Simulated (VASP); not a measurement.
# Mg (P6_3/mmc) in VASP: further runs

Mg is run at these levels: PBEsol; tasks: single point.

Program: VASP 6.6.1. These are calculated values, not measurements. Logs are shortened: lines on timing, memory, paths and dates and some standing lists are left out, and cuts for length are marked.

## 1. The cell of the first run

Symmetry: P6_3/mmc, No. 194, hexagonal system. The conventional cell has a = 3.122 Å, b = 3.122 Å, c = 5.009 Å, α = 90.00°, β = 90.00°, γ = 120.00°. Mg (site symmetry -6m2) has 12 Mg at 3.09 to 3.12 Å within 4.1 Å.

## 2. Single point, PBEsol (21.14 Å³/atom)

INCAR

```
ALGO = Normal
EDIFF = 1E-7
ENCUT = 520
GGA = PS
ISIF = 2
ISMEAR = 0
LASPH = True
LCHARG = False
LREAL = False
LWAVE = False
NBANDS = 9
NELM = 80
PREC = Accurate
SIGMA = 0.1
```

KPOINTS

```
k-points
0
Gamma
  18 18 8
```

POSCAR

```
Mg
1.0
    3.1221260888      0.0000000000      0.0000000000
   -1.5610630444      2.7038405067      0.0000000000
    0.0000000000      0.0000000000      5.0092052449
Mg
2
Direct
    0.3333333333      0.6666666667      0.2500000000
    0.6666666667      0.3333333333      0.7500000000
```

Potentials or basis: VASP PAW PBE potentials, release 64 (Mg).

Started as:

```bash
$ cat potpaw_PBE.64/Mg/POTCAR > POTCAR
$ mpirun -np 1 vasp_std > vasp.out
```

OUTCAR:

```text
EDIFF = 1E-7
   ENCUT = 520
   GGA = PS
   ISIF = 2
   ISMEAR = 0
   LASPH = True
   LREAL = False
   NELM = 80
   PREC = Accurate

 ion  position               nearest neighbor table
   1  0.333  0.667  0.250-   2 3.09   2 3.09   2 3.09   2 3.09   2 3.09   2 3.09
   2  0.667  0.333  0.750-   1 3.09   1 3.09   1 3.09   1 3.09   1 3.09   1 3.09

  LATTYP: Found a hexagonal cell.
 ALAT       =     3.1221260888
 C/A-ratio  =     1.6044211869

  Lattice vectors:

 A1 = (   3.1221260888,   0.0000000000,   0.0000000000)
 A2 = (  -1.5610630444,   2.7038405067,   0.0000000000)
 A3 = (   0.0000000000,   0.0000000000,   5.0092052449)

Analysis of symmetry for initial positions (statically):
=====================================================================
 Subroutine PRICEL returns:
 Original cell was already a primitive cell.

 Routine SETGRP: Setting up the symmetry group for a
 hexagonal supercell.

 Subroutine GETGRP returns: Found 24 space group operations
 (whereof 12 operations were pure point group operations)
 out of a pool of 24 trial point group operations.

The static configuration has the point symmetry D_3d.
 The point group associated with its full space group is D_6h.

Analysis of symmetry for dynamics (positions and initial velocities):
=====================================================================
 Subroutine PRICEL returns:
 Original cell was already a primitive cell.

 Routine SETGRP: Setting up the symmetry group for a
 hexagonal supercell.

 Subroutine GETGRP returns: Found 24 space group operations
 (whereof 12 operations were pure point group operations)
 out of a pool of 24 trial point group operations.

The dynamic configuration has the point symmetry D_3d.
 The point group associated with its full space group is D_6h.

 Subroutine INISYM returns: Found 24 space group operations
 (whereof 12 operations are pure point group operations),
 and found     1 'primitive' translations

----------------------------------------------------------------------------------------

                                     Primitive cell

  volume of cell :      42.2864

  direct lattice vectors                    reciprocal lattice vectors
     3.122126089  0.000000000  0.000000000     0.320294559  0.184922150  0.000000000
    -1.561063044  2.703840507  0.000000000     0.000000000  0.369844300  0.000000000
     0.000000000  0.000000000  5.009205245     0.000000000  0.000000000  0.199632467

  length of vectors
     3.122126089  3.122126089  5.009205245     0.369844300  0.369844300  0.199632467

  position of ions in fractional coordinates (direct lattice)
     0.333333333  0.666666667  0.250000000
     0.666666667  0.333333333  0.750000000

  ion indices of the primitive-cell ions
   primitive index   ion index
                 1           1
                 2           2

----------------------------------------------------------------------------------------

 KPOINTS: k-points

Automatic generation of k-mesh.
 Grid dimensions read from file:
 generate k-points for:   18   18    8

 Generating k-lattice:

  Cartesian coordinates                     Fractional coordinates (reciprocal lattice)
     0.017794142  0.010273453  0.000000000     0.055555556  0.000000000  0.000000000
     0.000000000  0.020546906  0.000000000     0.000000000  0.055555556  0.000000000
     0.000000000  0.000000000  0.024954058     0.000000000  0.000000000  0.125000000

  Length of vectors
     0.020546906  0.020546906  0.024954058

  Shift w.r.t. Gamma in fractional coordinates (k-lattice)
     0.000000000  0.000000000  0.000000000

 Subroutine IBZKPT returns following result:
 ===========================================

 Found    185 irreducible k-points:

 Following reciprocal coordinates:
            Coordinates               Weight
  0.000000  0.000000  0.000000      1.000000
  0.055556  0.000000  0.000000      6.000000
  0.111111  0.000000  0.000000      6.000000
  0.166667  0.000000  0.000000      6.000000
  0.222222  0.000000  0.000000      6.000000
  0.277778  0.000000  0.000000      6.000000
[... 16 lines left out ...]
  0.333333  0.111111  0.000000     12.000000
  0.388889  0.111111  0.000000     12.000000
 [... further k-points ...]
   k-points           NKPTS =    185   k-points in BZ     NKDIM =    185   number of bands    NBANDS=      9
   number of dos      NEDOS =    301   number of ions     NIONS =      2
   total plane-waves  NPLWV =  23040
   dimension x,y,z NGX =    24 NGY =   24 NGZ =   40
   dimension x,y,z NGXF=    48 NGYF=   48 NGZF=   80
   ions per type =               2
   NGX,Y,Z   is equivalent  to a cutoff of  12.78, 12.78, 13.28 a.u.
   NGXF,Y,Z  is equivalent  to a cutoff of  25.56, 25.56, 26.55 a.u.
 SYSTEM =  unknown system
   PREC   = accura    normal or accurate (medium, high low for compatibility)
   ISTART =      0    job   : 0-new  1-cont  2-samecut
   ICHARG =      2    charge: 1-file 2-atom 10-const
   ISPIN  =      1    spin polarized calculation?
   LNONCOLLINEAR =      F non collinear calculations
   LSORBIT =      F    spin-orbit coupling
   LASPH  =      T    aspherical Exc in radial PAW
   ENCUT  =  520.0 eV  38.22 Ry    6.18 a.u.   5.81  5.81  9.31*2*pi/ulx,y,z
   NELM   =     80;   NELMIN=  2; NELMDL= -5     # of ELM steps
   EDIFF  = 0.1E-06   stopping-criterion for ELM
   LREAL  =      F    real-space projection
   EDIFFG = 0.1E-05   stopping-criterion for IOM
   NSW    =      0    number of steps for IOM
   IBRION =     -1    ionic relax: 0-MD 1-quasi-New 2-CG
   NFREE  =      0    steps in history (QN), initial steepest desc. (CG)
   ISIF   =      2    stress and relaxation
   ISYM   =      2    0-nonsym 1-usesym 2-fastsym
   POTIM  = 0.5000    time-step for ionic-motion
   TEBEG  =    0.0;   TEEND  =   0.0 temperature during run
   PSTRESS=    0.0 pullay stress
   NELECT =       4.0000    total number of electrons
   NUPDOWN=      -1.0000    fix difference up-down
   EMIN   =  10.00;   EMAX   =-10.00  energy-range for DOS
   EFERMI =   0.00;   METHOD = LEGACY
   ISMEAR =     0;   SIGMA  =   0.10  broadening in eV -4-tet -1-fermi 0-gaus
   EFERMI_NEDOS =   21; number of points for ismear=-14 and -15
   IALGO  =     38    algorithm
   IMIX   =      4    mixing-type and parameters
     AMIX     =   0.40;   BMIX     =  1.00
     AMIX_MAG =   1.60;   BMIX_MAG =  1.00
  volume/ion in A,a.u.               =      21.14       142.68
  Fermi-wavevector in a.u.,A,eV,Ry     =   0.745924  1.409592  7.570322  0.556403
  Thomas-Fermi vector in A             =   1.841625
   LORBIT       =      0    0 simple, 1 ext, 2 COOP (PROOUT), +10 PAW based schemes
   GGA     = PS    functional components
   LHFCALC =     F    Hartree Fock is set to
   AEXX    =    0.0000 exact exchange contribution
   IVDW    =     0    specifies the selected vdW correction
   LEPSILON=     F    determine dielectric tensor
   LRPA    =     F    only Hartree local field effects (RPA)
 non-spin polarized calculation
 Gauss-broadening in eV      SIGMA  =   0.10
  energy-cutoff  :      520.00
  volume of cell :       42.29
 maximum number of plane-waves:      1158
 NGX is ok and might be reduce to    24
   NGX = 11   NGY = 11   NGZ = 19

 number of electron       4.0000000 magnetization

 Free energy of the ion-electron system (eV)
  ---------------------------------------------------
  ext. energy  EPLUGINS =         0.00000000
  ---------------------------------------------------
  free energy    TOTEN  =        -3.43014712 eV

  energy without entropy =       -3.42628210  energy(sigma->0) =       -3.42821461

 E-fermi :   3.0407     XC(G=0):  -8.7957

 val. band max:        3.0334513376   @ k =   0.1667   0.1111   0.0000
 cond. band min:       3.0426032936   @ k =   0.3333   0.3333   0.3750
 fundamental gap:      0.0091519560
 Fermi energy:         3.0407461758

 k-point     1 :       0.0000    0.0000    0.0000
  band No.  band energies     occupation
      1      -4.2581      2.00000
      2       1.2786      2.00000
      3       1.9113      2.00000
      4      14.3112      0.00000
      5      14.3112      0.00000
      6      14.5721      0.00000
      7      14.5721      0.00000
      8      15.3910      0.00000
      9      17.1167      0.00000

 k-point     2 :       0.0556    0.0000    0.0000
  band No.  band energies     occupation
      1      -4.1944      2.00000
      2       1.3362      2.00000
      3       1.9727      2.00000
      4      12.8948      0.00000
      5      13.5502      0.00000
      6      14.3600      0.00000
      7      15.4166      0.00000
      8      16.1232      0.00000
      9      17.7236      0.00000

 k-point     3 :       0.1111    0.0000    0.0000
  band No.  band energies     occupation
      1      -4.0035      2.00000
      2       1.5088      2.00000
      3       2.1555      2.00000
      4      11.1263      0.00000
      5      12.7716      0.00000
      6      13.5531      0.00000
      7      16.0384      0.00000
      8      16.3931      0.00000
      9      16.4330      0.00000

 k-point     4 :       0.1667    0.0000    0.0000
  band No.  band energies     occupation
      1      -3.6863      2.00000
      2       1.7967      2.00000
      3       2.4554      2.00000
      4       9.3959      0.00000
      5      12.0935      0.00000
      6      12.6703      0.00000
      7      14.3190      0.00000
      8      15.6281      0.00000
      9      16.7820      0.00000
[... 205 lines left out ...]
 k-point    22 :       0.2778    0.1111    0.0000
  band No.  band energies     occupation
      1      -1.8071      2.00000
      2       3.5290      0.00000
      3       3.8418      0.00000
      4       5.2365      0.00000
      5       7.9774      0.00000
      6       9.8133      0.00000
      7      11.0702      0.00000
      8      12.9981      0.00000
      9      14.2117      0.00000

 k-point    23 :       0.3333    0.1111    0.0000
  band No.  band energies     occupation
      1      -1.0056      2.00000
      2       3.1810      0.04729
      3       4.2813      0.00000
      4       5.2552      0.00000
      5       7.5930      0.00000
      6       8.4793      0.00000
      7      10.0085      0.00000
      8      12.6944      0.00000
      9      13.9692      0.00000

 k-point    24 :       0.3889    0.1111    0.0000
  band No.  band energies     occupation
      1      -0.0916      2.00000
      2       2.0422      2.00000
      3       5.1478      0.00000
      4       5.8962      0.00000
      5       7.1989      0.00000
      6       7.2616      0.00000
      7       9.2096      0.00000
      8      12.5132      0.00000
      9      13.8203      0.00000

 [... further k-points ...]

------------------------ aborting loop because EDIFF is reached ----------------------------------------

  FORCE on cell =-STRESS in cart. coord.  units (eV):
  Direction    XX          YY          ZZ          XY          YZ          ZX
  --------------------------------------------------------------------------------------
  -------------------------------------------------------------------------------------
  Total        0.6846572      0.6846572      0.6958731      0.0000000      0.0000000      0.0000000
  in kB       25.9408047     25.9408047     26.3657606      0.0000000      0.0000000      0.0000000
  external PRESSURE =      26.0824566 kB  Pullay stress =       0.0000000 kB

 VOLUME and BASIS-vectors are now :
 -----------------------------------------------------------------------------
  energy-cutoff  :      520.00
  volume of cell :       42.29
      direct lattice vectors                 reciprocal lattice vectors
     3.122126089  0.000000000  0.000000000     0.320294559  0.184922150  0.000000000
    -1.561063044  2.703840507  0.000000000     0.000000000  0.369844300  0.000000000
     0.000000000  0.000000000  5.009205245     0.000000000  0.000000000  0.199632467

 POSITION                                       TOTAL-FORCE (eV/Angst)
 -----------------------------------------------------------------------------------
     -0.00000      1.80256      1.25230        -0.000000      0.000000      0.000000
      1.56106      0.90128      3.75690         0.000000      0.000000      0.000000
 -----------------------------------------------------------------------------------
    total drift:                               -0.000000      0.000000     -0.000000

  FREE ENERGIE OF THE ION-ELECTRON SYSTEM (eV)
  ---------------------------------------------------
  free  energy   TOTEN  =        -3.4301471209 eV

  energy  without entropy=       -3.4262821038  energy(sigma->0) =       -3.42821461
```

Wall time 53 s (1 thread of Intel Xeon 8259CL, shared host); peak memory 0.2 GiB.

What came out:

```yaml
Free_energy: -3.4301 eV
Pressure: 2.6 GPa
Band_gap_on_the_k_mesh: zero (bands 2 and 3 overlap by 2.14 eV)
```

Caveat: the PAW data sets were made with another functional, which shifts forces and pressure a little.

[end of part 1 of 2]
